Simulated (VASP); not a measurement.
# TaN (I4mm) in VASP: single point with PBEsol

Aim: the single point of TaN with PBEsol.

Everything below comes from runs of VASP 6.6.1. Logs are shortened: lines on timing, memory, paths and dates and some standing lists are left out, and cuts for length are marked.

### Step 1. The cell of the first run

The structure is tetragonal, space group I4mm (No. 107). The conventional cell has a = 3.082 Å, b = 3.082 Å, c = 4.358 Å, α = 90.00°, β = 90.00°, γ = 90.00°. Within 2.9 Å of Ta (site symmetry 4mm) lie 6 N at 2.17 to 2.19 Å. Within 2.9 Å of N (site symmetry 4mm) lie 6 Ta at 2.17 to 2.19 Å.

### Step 2. Single point, PBEsol (all Ta atoms moved +0.013 Å, as atom 1 along Cartesian [0 0 1])

INCAR reads:

```
  PREC = Accurate
  ENCUT = 700
  EDIFF = 1E-6
  ISMEAR = 0
  SIGMA = 0.15
  LREAL = False
  LASPH = True
  NELM = 120
  ALGO = Normal
  ISIF = 2
  LWAVE = False
  LCHARG = False
  GGA = PS
  NBANDS = 16
  GGA_COMPAT = False
```

KPOINTS reads:

```
regular mesh
0
Gamma
  18 18 18
```

POSCAR reads:

```
TaN
1.0
    0.0000000000      2.1790000000      2.1790000000
    2.1790000000      0.0000000000      2.1790000000
    2.1790000000      2.1790000000      0.0000000000
Ta N
1 1
Direct
    0.5028682882      0.5028682882      0.4971317118
    0.0000000000      0.0000000000      0.0000000000
```

Potentials or basis: VASP PAW PBE potentials, release 64 (Ta_sv_GW, N).

Command:

```console
$ cat potpaw_PBE.64/Ta_sv_GW/POTCAR potpaw_PBE.64/N/POTCAR > POTCAR
$ mpirun -np 1 vasp_std > vasp.out
```

OUTCAR:

```text
PREC = Accurate
   ENCUT = 700
   EDIFF = 1E-6
   ISMEAR = 0
   LREAL = False
   LASPH = True
   NELM = 120
   ISIF = 2
   GGA = PS

 ion  position               nearest neighbor table
   1  0.503  0.503  0.497-   2 2.17   2 2.18   2 2.18   2 2.18   2 2.18   2 2.19
   2  0.000  0.000  0.000-   1 2.17   1 2.18   1 2.18   1 2.18   1 2.18   1 2.19

  LATTYP: Found a face centered cubic cell.
 ALAT       =     4.3580000000

  Lattice vectors:

 A1 = (   0.0000000000,   2.1790000000,   2.1790000000)
 A2 = (   2.1790000000,   0.0000000000,   2.1790000000)
 A3 = (   2.1790000000,   2.1790000000,   0.0000000000)

Analysis of symmetry for initial positions (statically):
=====================================================================
 Subroutine PRICEL returns:
 Original cell was already a primitive cell.

 Routine SETGRP: Setting up the symmetry group for a
 face centered cubic supercell.

 Subroutine GETGRP returns: Found  8 space group operations
 (whereof  8 operations were pure point group operations)
 out of a pool of 48 trial point group operations.

The static configuration has the point symmetry C_4v.

Analysis of symmetry for dynamics (positions and initial velocities):
=====================================================================
 Subroutine PRICEL returns:
 Original cell was already a primitive cell.

 Routine SETGRP: Setting up the symmetry group for a
 face centered cubic supercell.

 Subroutine GETGRP returns: Found  8 space group operations
 (whereof  8 operations were pure point group operations)
 out of a pool of 48 trial point group operations.

The dynamic configuration has the point symmetry C_4v.

 Subroutine INISYM returns: Found  8 space group operations
 (whereof  8 operations are pure point group operations),
 and found     1 'primitive' translations

----------------------------------------------------------------------------------------

                                     Primitive cell

  volume of cell :      20.6920

  direct lattice vectors                    reciprocal lattice vectors
     0.000000000  2.179000000  2.179000000    -0.229463056  0.229463056  0.229463056
     2.179000000  0.000000000  2.179000000     0.229463056 -0.229463056  0.229463056
     2.179000000  2.179000000  0.000000000     0.229463056  0.229463056 -0.229463056

  length of vectors
     3.081571352  3.081571352  3.081571352     0.397441672  0.397441672  0.397441672

  position of ions in fractional coordinates (direct lattice)
     0.502868288  0.502868288  0.497131712
     0.000000000  0.000000000  0.000000000

  ion indices of the primitive-cell ions
   primitive index   ion index
                 1           1
                 2           2

----------------------------------------------------------------------------------------

 KPOINTS: regular mesh

Automatic generation of k-mesh.
 Grid dimensions read from file:
 generate k-points for:   18   18   18

 Generating k-lattice:

  Cartesian coordinates                     Fractional coordinates (reciprocal lattice)
    -0.012747948  0.012747948  0.012747948     0.055555556  0.000000000  0.000000000
     0.012747948 -0.012747948  0.012747948     0.000000000  0.055555556  0.000000000
     0.012747948  0.012747948 -0.012747948     0.000000000  0.000000000  0.055555556

  Length of vectors
     0.022080093  0.022080093  0.022080093

  Shift w.r.t. Gamma in fractional coordinates (k-lattice)
     0.000000000  0.000000000  0.000000000

 Subroutine IBZKPT returns following result:
 ===========================================

 Found    480 irreducible k-points:

 Following reciprocal coordinates:
            Coordinates               Weight
  0.000000  0.000000  0.000000      1.000000
  0.055556  0.000000  0.000000      8.000000
  0.111111  0.000000  0.000000      8.000000
  0.166667  0.000000  0.000000      8.000000
  0.222222  0.000000  0.000000      8.000000
  0.277778  0.000000  0.000000      8.000000
[... 16 lines left out ...]
  0.388889  0.055556  0.000000      8.000000
  0.000000  0.388889  0.055556     16.000000
 [... further k-points ...]
   k-points           NKPTS =    480   k-points in BZ     NKDIM =    480   number of bands    NBANDS=     16
   number of dos      NEDOS =    301   number of ions     NIONS =      2
   total plane-waves  NPLWV =  21952
   dimension x,y,z NGX =    28 NGY =   28 NGZ =   28
   dimension x,y,z NGXF=    56 NGYF=   56 NGZF=   56
   ions per type =               1   1
   NGX,Y,Z   is equivalent  to a cutoff of  15.11, 15.11, 15.11 a.u.
   NGXF,Y,Z  is equivalent  to a cutoff of  30.21, 30.21, 30.21 a.u.
 SYSTEM =  unknown system
   PREC   = accura    normal or accurate (medium, high low for compatibility)
   ISTART =      0    job   : 0-new  1-cont  2-samecut
   ICHARG =      2    charge: 1-file 2-atom 10-const
   ISPIN  =      1    spin polarized calculation?
   LNONCOLLINEAR =      F non collinear calculations
   LSORBIT =      F    spin-orbit coupling
   LASPH  =      T    aspherical Exc in radial PAW
   ENCUT  =  700.0 eV  51.45 Ry    7.17 a.u.   6.65  6.65  6.65*2*pi/ulx,y,z
   NELM   =    120;   NELMIN=  2; NELMDL= -5     # of ELM steps
   EDIFF  = 0.1E-05   stopping-criterion for ELM
   LREAL  =      F    real-space projection
   EDIFFG = 0.1E-04   stopping-criterion for IOM
   NSW    =      0    number of steps for IOM
   IBRION =     -1    ionic relax: 0-MD 1-quasi-New 2-CG
   NFREE  =      0    steps in history (QN), initial steepest desc. (CG)
   ISIF   =      2    stress and relaxation
   ISYM   =      2    0-nonsym 1-usesym 2-fastsym
   POTIM  = 0.5000    time-step for ionic-motion
   TEBEG  =    0.0;   TEEND  =   0.0 temperature during run
   PSTRESS=    0.0 pullay stress
   NELECT =      18.0000    total number of electrons
   NUPDOWN=      -1.0000    fix difference up-down
   EMIN   =  10.00;   EMAX   =-10.00  energy-range for DOS
   EFERMI =   0.00;   METHOD = LEGACY
   ISMEAR =     0;   SIGMA  =   0.15  broadening in eV -4-tet -1-fermi 0-gaus
   EFERMI_NEDOS =   21; number of points for ismear=-14 and -15
   IALGO  =     38    algorithm
   IMIX   =      4    mixing-type and parameters
     AMIX     =   0.40;   BMIX     =  1.00
     AMIX_MAG =   1.60;   BMIX_MAG =  1.00
  volume/ion in A,a.u.               =      10.35        69.82
  Fermi-wavevector in a.u.,A,eV,Ry     =   1.562782  2.953230 33.229345  2.442288
  Thomas-Fermi vector in A             =   2.665650
   LORBIT       =      0    0 simple, 1 ext, 2 COOP (PROOUT), +10 PAW based schemes
   GGA     = PS    functional components
   LHFCALC =     F    Hartree Fock is set to
   AEXX    =    0.0000 exact exchange contribution
   IVDW    =     0    specifies the selected vdW correction
   LEPSILON=     F    determine dielectric tensor
   LRPA    =     F    only Hartree local field effects (RPA)
 non-spin polarized calculation
 Gauss-broadening in eV      SIGMA  =   0.15
  energy-cutoff  :      700.00
  volume of cell :       20.69
 maximum number of plane-waves:       893
   NGX = 13   NGY = 13   NGZ = 13

 number of electron      17.9999999 magnetization

 Free energy of the ion-electron system (eV)
  ---------------------------------------------------
  ext. energy  EPLUGINS =         0.00000000
  ---------------------------------------------------
  free energy    TOTEN  =       -25.76290227 eV

  energy without entropy =      -25.75344100  energy(sigma->0) =      -25.75817164

 E-fermi :  14.0761     XC(G=0): -14.1188

 val. band max:       14.0645201347   @ k =   0.2222   0.1667   0.0556
 cond. band min:      14.0832725272   @ k =  -0.2778   0.3333   0.1111
 fundamental gap:      0.0187523925
 Fermi energy:        14.0761441960

 k-point     1 :       0.0000    0.0000    0.0000
  band No.  band energies     occupation
      1     -55.3890      2.00000
      2     -21.5624      2.00000
      3     -21.5622      2.00000
      4     -21.5622      2.00000
      5      -4.9456      2.00000
      6      10.1903      2.00000
[... 8 lines left out ...]
     15      23.2049      0.00000
     16      38.7423      0.00000

 k-point     2 :       0.0556    0.0000    0.0000
  band No.  band energies     occupation
      1     -55.3870      2.00000
      2     -21.5936      2.00000
      3     -21.5651      2.00000
      4     -21.5650      2.00000
      5      -4.8657      2.00000
      6       9.7546      2.00000
[... 8 lines left out ...]
     15      23.4455      0.00000
     16      37.3824      0.00000

 k-point     3 :       0.1111    0.0000    0.0000
  band No.  band energies     occupation
      1     -55.3814      2.00000
      2     -21.6828      2.00000
      3     -21.5731      2.00000
      4     -21.5730      2.00000
      5      -4.6331      2.00000
      6       8.8567      2.00000
[... 8 lines left out ...]
     15      24.1262      0.00000
     16      35.3404      0.00000

 k-point     4 :       0.1667    0.0000    0.0000
  band No.  band energies     occupation
      1     -55.3729      2.00000
      2     -21.8167      2.00000
      3     -21.5853      2.00000
      4     -21.5852      2.00000
      5      -4.2677      2.00000
      6       7.8195      2.00000
[... 8 lines left out ...]
     15      25.1145      0.00000
     16      33.3882      0.00000

 k-point     5 :       0.2222    0.0000    0.0000
  band No.  band energies     occupation
      1     -55.3623      2.00000
      2     -21.9766      2.00000
      3     -21.6002      2.00000
      4     -21.6001      2.00000
      5      -3.8002      2.00000
      6       6.7705      2.00000
[... 8 lines left out ...]
     15      26.1165      0.00000
     16      31.9105      0.00000

 k-point     6 :       0.2778    0.0000    0.0000
  band No.  band energies     occupation
      1     -55.3511      2.00000
      2     -22.1418      2.00000
      3     -21.6159      2.00000
      4     -21.6159      2.00000
      5      -3.2692      2.00000
      6       5.7748      2.00000
[... 8 lines left out ...]
     15      26.5579      0.00000
     16      31.0144      0.00000

 k-point     7 :       0.3333    0.0000    0.0000
  band No.  band energies     occupation
      1     -55.3405      2.00000
      2     -22.2928      2.00000
      3     -21.6307      2.00000
      4     -21.6306      2.00000
      5      -2.7224      2.00000
      6       4.8808      2.00000
[... 8 lines left out ...]
     15      26.3068      0.00000
     16      29.2442      0.00000

 k-point     8 :       0.3889    0.0000    0.0000
  band No.  band energies     occupation
      1     -55.3319      2.00000
      2     -22.4131      2.00000
      3     -21.6426      2.00000
      4     -21.6425      2.00000
      5      -2.2213      2.00000
      6       4.1419      2.00000
[... 8 lines left out ...]
     15      26.0661      0.00000
     16      27.7272      0.00000

 k-point     9 :       0.4444    0.0000    0.0000
  band No.  band energies     occupation
      1     -55.3262      2.00000
      2     -22.4903      2.00000
      3     -21.6504      2.00000
      4     -21.6503      2.00000
      5      -1.8513      2.00000
      6       3.6336      2.00000
[... 8 lines left out ...]
     15      26.0628      0.00000
     16      26.6246      0.00000
[... 172 lines left out ...]
 k-point    19 :       0.2778    0.0556    0.0000
  band No.  band energies     occupation
      1     -55.3535      2.00000
      2     -22.0876      2.00000
      3     -21.6325      2.00000
      4     -21.6108      2.00000
      5      -3.4265      2.00000
      6       5.9954      2.00000
[... 8 lines left out ...]
     15      26.6179      0.00000
     16      30.7471      0.00000

 k-point    20 :       0.0000    0.2778    0.0556
  band No.  band energies     occupation
      1     -55.3535      2.00000
      2     -22.0876      2.00000
      3     -21.6325      2.00000
      4     -21.6108      2.00000
      5      -3.4266      2.00000
      6       5.9954      2.00000
[... 8 lines left out ...]
     15      26.6178      0.00000
     16      30.7455      0.00000

 k-point    21 :       0.3333    0.0556    0.0000
  band No.  band energies     occupation
      1     -55.3427      2.00000
      2     -22.2415      2.00000
      3     -21.6465      2.00000
      4     -21.6284      2.00000
      5      -2.9000      2.00000
      6       5.1414      2.00000
[... 8 lines left out ...]
     15      26.4336      0.00000
     16      29.3586      0.00000

 k-point    22 :       0.0000    0.3333    0.0556
  band No.  band energies     occupation
      1     -55.3427      2.00000
      2     -22.2414      2.00000
      3     -21.6465      2.00000
      4     -21.6283      2.00000
      5      -2.9000      2.00000
      6       5.1414      2.00000
[... 8 lines left out ...]
     15      26.4334      0.00000
     16      29.3593      0.00000

 k-point    23 :       0.3889    0.0556    0.0000
  band No.  band energies     occupation
      1     -55.3335      2.00000
      2     -22.3703      2.00000
      3     -21.6564      2.00000
      4     -21.6455      2.00000
      5      -2.3995      2.00000
      6       4.4016      2.00000
[... 8 lines left out ...]
     15      26.0260      0.00000
     16      27.9193      0.00000

 k-point    24 :       0.0000    0.3889    0.0556
  band No.  band energies     occupation
      1     -55.3335      2.00000
      2     -22.3702      2.00000
      3     -21.6564      2.00000
      4     -21.6455      2.00000
      5      -2.3995      2.00000
      6       4.4016      2.00000
[... 8 lines left out ...]
     15      26.0253      0.00000
     16      27.9198      0.00000

 [... further k-points ...]
[... 5 lines left out ...]
  --------------------------------------------------------------------------------------
  -------------------------------------------------------------------------------------
  Total        0.5794156      0.5794156      0.5905143      0.0000000      0.0000000      0.0000000
  in kB       44.8641098     44.8641098     45.7234823      0.0000000      0.0000000      0.0000000
  external PRESSURE =      45.1505673 kB  Pullay stress =       0.0000000 kB

 VOLUME and BASIS-vectors are now :
 -----------------------------------------------------------------------------
  energy-cutoff  :      700.00
  volume of cell :       20.69
      direct lattice vectors                 reciprocal lattice vectors
     0.000000000  2.179000000  2.179000000    -0.229463056  0.229463056  0.229463056
     2.179000000  0.000000000  2.179000000     0.229463056 -0.229463056  0.229463056
     2.179000000  2.179000000  0.000000000     0.229463056  0.229463056 -0.229463056

 POSITION                                       TOTAL-FORCE (eV/Angst)
 -----------------------------------------------------------------------------------
      2.17900      2.17900      2.19150         0.000000      0.000000     -0.109260
      0.00000      0.00000      0.00000         0.000000      0.000000      0.109260
 -----------------------------------------------------------------------------------
    total drift:                               -0.000000     -0.000000     -0.000018

  FREE ENERGIE OF THE ION-ELECTRON SYSTEM (eV)
  ---------------------------------------------------
  free  energy   TOTEN  =       -25.7629022748 eV

  energy  without entropy=      -25.7534409953  energy(sigma->0) =      -25.75817164
```

Run time: 4 min. Hardware: 1 thread of AMD EPYC 7R13 (Zen 3), shared host; peak memory 0.36 GiB.

What came out:

```
Free energy            : -25.7629 eV
Pressure               : 4.5 GPa
Largest force          : 0.109 eV/Å
Band gap on the k mesh : zero (bands 9 and 10 overlap by 4.19 eV)
```

Forces in eV/Å, atoms in the order of the input:
```
Ta   0.000  0.000 -0.109
N    0.000  0.000  0.109
```

Stress tensor (GPa, compression positive):
```
4.49 0.00 0.00
0.00 4.49 0.00
0.00 0.00 4.57
```

Caveat: the cell differs from its parent crystal (all Ta atoms moved +0.013 Å, as atom 1 along Cartesian [0 0 1]); the cell stands under pressure; the PAW data sets were made with another functional, which shifts forces and pressure a little; spin-orbit coupling is left out, which moves the levels of the heavy elements.
